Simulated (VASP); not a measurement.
# Na4SrCaSi2 (P-4m2) in VASP: notebook

Na4SrCaSi2 is run at these levels: PBE; tasks: single point.

All numbers are computed with VASP 6.6.1; they aren't measurements. Logs are shortened: lines on timing, memory, paths and dates and some standing lists are left out, and cuts for length are marked.

## Step 1: The cell of the first run

It takes space group P-4m2 (No. 115, tetragonal). The conventional cell has a = 5.256 Å, b = 5.256 Å, c = 7.593 Å, α = 90.00°, β = 90.00°, γ = 90.00°. Within 4.0 Å of Na (site symmetry 2mm) lie 4 Na at 3.06 to 3.45 Å and 2 Ca at 3.06 Å and 2 Sr at 3.45 Å and 5 Si at 3.52 to 3.74 Å. Na (site symmetry -4m2) has 4 Si at 3.21 Å and 4 Na at 3.45 Å and 4 Sr at 3.72 Å and 2 Ca at 3.80 Å within 4.2 Å. Na (site symmetry -4m2) has 4 Na at 3.06 Å and 4 Si at 3.28 Å and 4 Ca at 3.72 Å and 2 Sr at 3.80 Å within 4.0 Å. Sr (site symmetry -4m2) has 4 Si at 3.21 Å and 10 Na at 3.45 to 3.80 Å within 4.2 Å. Ca (site symmetry -4m2) has 10 Na at 3.06 to 3.80 Å and 4 Si at 3.28 Å within 4.0 Å. Si (site symmetry 2mm) has 10 Na at 3.21 to 4.07 Å and 2 Sr at 3.21 Å and 2 Ca at 3.28 Å within 4.2 Å.

## Step 2: Single point, PBE (strained)

Input file INCAR:

```
PREC = Accurate
ENCUT = 520
EDIFF = 1E-6
ISMEAR = 0
SIGMA = 0.05
LREAL = False
LASPH = True
NELM = 100
ALGO = Normal
ISIF = 2
LWAVE = False
LCHARG = False
GGA = PE
NBANDS = 38
```

Input file KPOINTS:

```
regular mesh
0
Gamma
  8 8 6
```

Input file POSCAR:

```
Na4SrCaSi2
1.0
    5.2555310531      0.0000000000      0.0000000000
    0.0000000000      5.2555310531      0.0000000000
    0.0000000000      0.0000000000      7.5934962832
Na Sr Ca Si
4 1 1 2
Direct
    0.5000000000      0.0000000000      0.2940243240
    0.0000000000      0.5000000000      0.7059756760
    0.5000000000      0.5000000000      0.0000000000
    0.0000000000      0.0000000000      0.5000000000
    0.0000000000      0.0000000000      0.0000000000
    0.5000000000      0.5000000000      0.5000000000
    0.5000000000      0.0000000000      0.7581209770
    0.0000000000      0.5000000000      0.2418790230
```

Potentials or basis: VASP PAW PBE potentials, release 64 (Na_pv, Sr_sv, Ca_sv, Si).

The run is started by

```bash
$ cat potpaw_PBE.64/Na_pv/POTCAR potpaw_PBE.64/Sr_sv/POTCAR potpaw_PBE.64/Ca_sv/POTCAR potpaw_PBE.64/Si/POTCAR > POTCAR
$ mpirun -np 1 vasp_std > vasp.out
```

OUTCAR:

```text
PREC = Accurate
   ENCUT = 520
   EDIFF = 1E-6
   ISMEAR = 0
   LREAL = False
   LASPH = True
   NELM = 100
   ISIF = 2
   GGA = PE

 ion  position               nearest neighbor table
   1  0.500  0.000  0.294-   5 3.45   5 3.45
   2  0.000  0.500  0.706-   5 3.45   5 3.45
   3  0.500  0.500  0.000-   5 3.72   5 3.72   5 3.72   5 3.72
   4  0.000  0.000  0.500-   5 3.80   5 3.80
   5  0.000  0.000  0.000-   7 3.21   8 3.21   8 3.21   7 3.21   2 3.45   1 3.45   1 3.45   2 3.45
                             3 3.72   3 3.72   3 3.72   3 3.72   4 3.80   4 3.80
   6  0.500  0.500  0.500-
   7  0.500  0.000  0.758-   5 3.21   5 3.21
   8  0.000  0.500  0.242-   5 3.21   5 3.21

  LATTYP: Found a simple tetragonal cell.
 ALAT       =     5.2555310531
 C/A-ratio  =     1.4448580375

  Lattice vectors:

 A1 = (   5.2555310531,   0.0000000000,   0.0000000000)
 A2 = (   0.0000000000,   5.2555310531,   0.0000000000)
 A3 = (   0.0000000000,   0.0000000000,   7.5934962832)

Analysis of symmetry for initial positions (statically):
=====================================================================
 Subroutine PRICEL returns:
 Original cell was already a primitive cell.

 Routine SETGRP: Setting up the symmetry group for a
 simple tetragonal supercell.

 Subroutine GETGRP returns: Found  8 space group operations
 (whereof  8 operations were pure point group operations)
 out of a pool of 16 trial point group operations.

The static configuration has the point symmetry D_2d.

Analysis of symmetry for dynamics (positions and initial velocities):
=====================================================================
 Subroutine PRICEL returns:
 Original cell was already a primitive cell.

 Routine SETGRP: Setting up the symmetry group for a
 simple tetragonal supercell.

 Subroutine GETGRP returns: Found  8 space group operations
 (whereof  8 operations were pure point group operations)
 out of a pool of 16 trial point group operations.

The dynamic configuration has the point symmetry D_2d.

 Subroutine INISYM returns: Found  8 space group operations
 (whereof  8 operations are pure point group operations),
 and found     1 'primitive' translations

----------------------------------------------------------------------------------------

                                     Primitive cell

  volume of cell :     209.7370

  direct lattice vectors                    reciprocal lattice vectors
     5.255531053  0.000000000  0.000000000     0.190275729  0.000000000  0.000000000
     0.000000000  5.255531053  0.000000000     0.000000000  0.190275729  0.000000000
     0.000000000  0.000000000  7.593496283     0.000000000  0.000000000  0.131691643

  length of vectors
     5.255531053  5.255531053  7.593496283     0.190275729  0.190275729  0.131691643

  position of ions in fractional coordinates (direct lattice)
     0.500000000  0.000000000  0.294024324
     0.000000000  0.500000000  0.705975676
     0.500000000  0.500000000  0.000000000
     0.000000000  0.000000000  0.500000000
     0.000000000  0.000000000  0.000000000
     0.500000000  0.500000000  0.500000000
     0.500000000  0.000000000  0.758120977
     0.000000000  0.500000000  0.241879023

  ion indices of the primitive-cell ions
   primitive index   ion index
                 1           1
                 2           2
                 3           3
                 4           4
                 5           5
                 6           6
                 7           7
                 8           8

----------------------------------------------------------------------------------------

 KPOINTS: regular mesh

Automatic generation of k-mesh.
 Grid dimensions read from file:
 generate k-points for:    8    8    6

 Generating k-lattice:

  Cartesian coordinates                     Fractional coordinates (reciprocal lattice)
     0.023784466  0.000000000  0.000000000     0.125000000  0.000000000  0.000000000
     0.000000000  0.023784466  0.000000000     0.000000000  0.125000000  0.000000000
     0.000000000  0.000000000  0.021948607     0.000000000  0.000000000  0.166666667

  Length of vectors
     0.023784466  0.023784466  0.021948607

  Shift w.r.t. Gamma in fractional coordinates (k-lattice)
     0.000000000  0.000000000  0.000000000

 Subroutine IBZKPT returns following result:
 ===========================================

 Found     60 irreducible k-points:

 Following reciprocal coordinates:
            Coordinates               Weight
  0.000000  0.000000  0.000000      1.000000
  0.125000  0.000000  0.000000      4.000000
  0.250000  0.000000  0.000000      4.000000
  0.375000  0.000000  0.000000      4.000000
  0.500000  0.000000  0.000000      2.000000
  0.125000  0.125000  0.000000      4.000000
[... 16 lines left out ...]
  0.375000  0.125000  0.166667     16.000000
  0.500000  0.125000  0.166667      8.000000
 [... further k-points ...]
   k-points           NKPTS =     60   k-points in BZ     NKDIM =     60   number of bands    NBANDS=     38
   number of dos      NEDOS =    301   number of ions     NIONS =      8
   total plane-waves  NPLWV =  89600
   dimension x,y,z NGX =    40 NGY =   40 NGZ =   56
   dimension x,y,z NGXF=    80 NGYF=   80 NGZF=  112
   ions per type =               4   1   1   2
   NGX,Y,Z   is equivalent  to a cutoff of  12.65, 12.65, 12.26 a.u.
   NGXF,Y,Z  is equivalent  to a cutoff of  25.31, 25.31, 24.52 a.u.
 SYSTEM =  unknown system
   PREC   = accura    normal or accurate (medium, high low for compatibility)
   ISTART =      0    job   : 0-new  1-cont  2-samecut
   ICHARG =      2    charge: 1-file 2-atom 10-const
   ISPIN  =      1    spin polarized calculation?
   LNONCOLLINEAR =      F non collinear calculations
   LSORBIT =      F    spin-orbit coupling
   LASPH  =      T    aspherical Exc in radial PAW
   ENCUT  =  520.0 eV  38.22 Ry    6.18 a.u.   9.77  9.77 14.12*2*pi/ulx,y,z
   NELM   =    100;   NELMIN=  2; NELMDL= -5     # of ELM steps
   EDIFF  = 0.1E-05   stopping-criterion for ELM
   LREAL  =      F    real-space projection
[... 7 lines left out ...]
   TEBEG  =    0.0;   TEEND  =   0.0 temperature during run
   PSTRESS=    0.0 pullay stress
   NELECT =      56.0000    total number of electrons
   NUPDOWN=      -1.0000    fix difference up-down
   EMIN   =  10.00;   EMAX   =-10.00  energy-range for DOS
   EFERMI =   0.00;   METHOD = LEGACY
   ISMEAR =     0;   SIGMA  =   0.05  broadening in eV -4-tet -1-fermi 0-gaus
   EFERMI_NEDOS =   21; number of points for ismear=-14 and -15
   IALGO  =     38    algorithm
   IMIX   =      4    mixing-type and parameters
     AMIX     =   0.40;   BMIX     =  1.00
     AMIX_MAG =   1.60;   BMIX_MAG =  1.00
  volume/ion in A,a.u.               =      26.22       176.92
  Fermi-wavevector in a.u.,A,eV,Ry     =   1.054175  1.992101 15.119935  1.111284
  Thomas-Fermi vector in A             =   2.189325
   LORBIT       =      0    0 simple, 1 ext, 2 COOP (PROOUT), +10 PAW based schemes
   GGA     = PE    functional components
   LHFCALC =     F    Hartree Fock is set to
   AEXX    =    0.0000 exact exchange contribution
   IVDW    =     0    specifies the selected vdW correction
   LEPSILON=     F    determine dielectric tensor
   LRPA    =     F    only Hartree local field effects (RPA)
 non-spin polarized calculation
 Gauss-broadening in eV      SIGMA  =   0.05
  energy-cutoff  :      520.00
  volume of cell :      209.74
 maximum number of plane-waves:      5676
 NGX is ok and might be reduce to    40
   NGX = 19   NGY = 19   NGZ = 29

 number of electron      55.9999996 magnetization

 Free energy of the ion-electron system (eV)
  ---------------------------------------------------
  ext. energy  EPLUGINS =         0.00000000
  ---------------------------------------------------
  free energy    TOTEN  =       -19.99068381 eV

  energy without entropy =      -19.99064950  energy(sigma->0) =      -19.99066665

 E-fermi :   2.2617     XC(G=0):  -8.3411

 val. band max:        2.1670795719   @ k =   0.5000   0.0000   0.0000
 cond. band min:       2.3388687002   @ k =   0.5000   0.5000   0.0000
 fundamental gap:      0.1717891283
 Fermi energy:         2.2617221524

 k-point     1 :       0.0000    0.0000    0.0000
  band No.  band energies     occupation
      1     -39.0524      2.00000
      2     -32.9066      2.00000
      3     -22.6042      2.00000
      4     -22.6042      2.00000
      5     -22.5821      2.00000
      6     -22.5817      2.00000
[... 30 lines left out ...]
     37       6.1786      0.00000
     38       6.1866      0.00000

 k-point     2 :       0.1250    0.0000    0.0000
  band No.  band energies     occupation
      1     -39.0524      2.00000
      2     -32.9066      2.00000
      3     -22.6042      2.00000
      4     -22.6040      2.00000
      5     -22.5823      2.00000
      6     -22.5819      2.00000
[... 30 lines left out ...]
     37       6.0639      0.00000
     38       6.2966      0.00000

 k-point     3 :       0.2500    0.0000    0.0000
  band No.  band energies     occupation
      1     -39.0524      2.00000
      2     -32.9065      2.00000
      3     -22.6041      2.00000
      4     -22.6033      2.00000
      5     -22.5828      2.00000
      6     -22.5823      2.00000
[... 30 lines left out ...]
     37       5.9491      0.00000
[... 781 lines left out ...]
 k-point    23 :       0.3750    0.1250    0.1667
  band No.  band energies     occupation
      1     -39.0524      2.00000
      2     -32.9064      2.00000
      3     -22.6041      2.00000
      4     -22.6023      2.00000
      5     -22.5835      2.00000
      6     -22.5829      2.00000
[... 30 lines left out ...]
     37       5.9638      0.00000
     38       6.1736      0.00000

 k-point    24 :       0.5000    0.1250    0.1667
  band No.  band energies     occupation
      1     -39.0524      2.00000
      2     -32.9063      2.00000
      3     -22.6041      2.00000
      4     -22.6020      2.00000
      5     -22.5838      2.00000
      6     -22.5831      2.00000
[... 30 lines left out ...]
     37       5.8370      0.00000
     38       6.1156      0.00000

 [... further k-points ...]

------------------------ aborting loop because EDIFF is reached ----------------------------------------

  FORCE on cell =-STRESS in cart. coord.  units (eV):
  Direction    XX          YY          ZZ          XY          YZ          ZX
  --------------------------------------------------------------------------------------
  -------------------------------------------------------------------------------------
  Total        0.6556444      0.6556444     -0.6050133      0.0000000      0.0000000      0.0000000
  in kB        5.0084570      5.0084570     -4.6216868      0.0000000      0.0000000      0.0000000
  external PRESSURE =       1.7984091 kB  Pullay stress =       0.0000000 kB

 VOLUME and BASIS-vectors are now :
 -----------------------------------------------------------------------------
  energy-cutoff  :      520.00
  volume of cell :      209.74
      direct lattice vectors                 reciprocal lattice vectors
     5.255531053  0.000000000  0.000000000     0.190275729  0.000000000  0.000000000
     0.000000000  5.255531053  0.000000000     0.000000000  0.190275729  0.000000000
     0.000000000  0.000000000  7.593496283     0.000000000  0.000000000  0.131691643

 POSITION                                       TOTAL-FORCE (eV/Angst)
 -----------------------------------------------------------------------------------
      2.62777      0.00000      2.23267         0.000000      0.000000     -0.369883
      0.00000      2.62777      5.36082         0.000000      0.000000      0.369883
      2.62777      2.62777      0.00000         0.000000      0.000000     -0.000000
      0.00000      0.00000      3.79675         0.000000      0.000000     -0.000000
      0.00000      0.00000      0.00000        -0.000000      0.000000     -0.000000
      2.62777      2.62777      3.79675         0.000000     -0.000000     -0.000000
      2.62777      0.00000      5.75679         0.000000      0.000000     -0.671487
      0.00000      2.62777      1.83671         0.000000      0.000000      0.671487
 -----------------------------------------------------------------------------------
    total drift:                               -0.000000      0.000000     -0.000000

  FREE ENERGIE OF THE ION-ELECTRON SYSTEM (eV)
  ---------------------------------------------------
  free  energy   TOTEN  =       -19.9906838099 eV

  energy  without entropy=      -19.9906494969  energy(sigma->0) =      -19.99066665
```

Run time: 6.2 min. Hardware: 1 thread of AMD EPYC 9R45 (Zen 5), shared host; peak memory 0.55 GiB.

What came out:

| Property | Result |
| --- | --- |
| Free energy | -19.9907 eV |
| Pressure | 0.2 GPa |
| Largest force | 0.671 eV/Å |
| Band gap on the k mesh | 0.17 eV, indirect (least direct gap 0.33 eV) |

Forces on the atoms (eV/Å):
```
Na   0.000  0.000 -0.370
Na   0.000  0.000  0.370
Na   0.000  0.000  0.000
Na   0.000  0.000  0.000
Sr   0.000  0.000  0.000
Ca   0.000  0.000  0.000
Si   0.000  0.000 -0.671
Si   0.000  0.000  0.671
```

Stress tensor (GPa, compression positive):
```
 0.50  0.00  0.00
 0.00  0.50  0.00
 0.00  0.00 -0.46
```

Caveat: the cell differs from its parent crystal (strained).

## Step 3: Single point, PBE (strained)

Input file INCAR:

```
SYSTEM = Na4SrCaSi2
  ALGO = Normal
  EDIFF = 1E-6
  ENCUT = 520
  GGA = PE
  ISIF = 2
  ISMEAR = 0
  LASPH = .TRUE.
  LCHARG = .FALSE.
  LREAL = .FALSE.
  LWAVE = .FALSE.
  NBANDS = 38
  NELM = 100
  PREC = Accurate
  SIGMA = 0.05
```

Input file KPOINTS:

```
k-points
0
G
  8 8 6
  0 0 0
```

Input file POSCAR:

```
Na4SrCaSi2
1.0
    5.5459240895      0.0000000000      0.0000000000
    0.0000000000      5.5459240895      0.0000000000
    0.0000000000      0.0000000000      7.6663270216
Na Sr Ca Si
4 1 1 2
Direct
    0.5000000000      0.0000000000      0.2664853303
    0.0000000000      0.5000000000      0.7335146697
    0.5000000000      0.5000000000      0.0000000000
    0.0000000000      0.0000000000      0.5000000000
    0.0000000000      0.0000000000      0.0000000000
    0.5000000000      0.5000000000      0.5000000000
    0.5000000000      0.0000000000      0.7171782099
    0.0000000000      0.5000000000      0.2828217901
```

Potentials or basis: VASP PAW PBE potentials, release 64 (Na_pv, Sr_sv, Ca_sv, Si).

The run is started by

```bash
$ cat potpaw_PBE.64/Na_pv/POTCAR potpaw_PBE.64/Sr_sv/POTCAR potpaw_PBE.64/Ca_sv/POTCAR potpaw_PBE.64/Si/POTCAR > POTCAR
$ mpirun -np 1 vasp_std > vasp.out
```

Wall time 10 min (1 thread of AMD EPYC 9R45 (Zen 5), shared host); peak memory 0.64 GiB.

It converged, with:

- Free energy: -19.8848 eV
- Pressure: -2.3 GPa
- Largest force: 0.370 eV/Å
- Band gap on the k mesh: 0.10 eV, indirect (least direct gap 0.20 eV)

Forces in eV/Å, atoms in the order of the input:
```
Na   0.000  0.000  0.162
Na   0.000  0.000 -0.162
Na   0.000  0.000  0.000
Na   0.000  0.000  0.000
Sr   0.000  0.000  0.000
Ca   0.000  0.000  0.000
Si   0.000  0.000  0.370
Si   0.000  0.000 -0.370
```

Stress tensor (GPa, compression positive):
```
-2.36  0.00  0.00
 0.00 -2.36  0.00
 0.00  0.00 -2.08
```

Levels at points of the mesh, in eV from the valence-band top:
| k point | band 25 | band 26 | band 27 | band 28 | band 29 | band 30 | band 31 | band 32 |
| --- | --- | --- | --- | --- | --- | --- | --- | --- |
| (0.00, 0.00, 0.00) | -0.43 | -0.34 | -0.10 | -0.10 | 0.10 | 0.18 | 1.54 | 2.51 |
| (0.50, 0.00, 0.00) | -0.88 | -0.87 | -0.15 | -0.09 | 1.46 | 1.47 | 1.98 | 2.04 |
| (0.50, 0.50, 0.00) | -0.43 | -0.43 | -0.38 | -0.17 | 0.11 | 0.11 | 1.30 | 1.88 |
| (0.00, 0.00, 0.50) | -0.44 | -0.44 | -0.11 | -0.11 | 0.93 | 1.27 | 2.25 | 2.51 |
| (0.50, 0.00, 0.50) | -0.16 | -0.15 | -0.15 | 0.00 | 1.25 | 1.51 | 2.03 | 2.11 |
| (0.50, 0.50, 0.50) | -1.31 | -1.11 | -0.91 | -0.91 | 1.11 | 1.11 | 2.14 | 2.69 |

Caveat: the cell differs from its parent crystal (strained). A k mesh can miss the band edges.
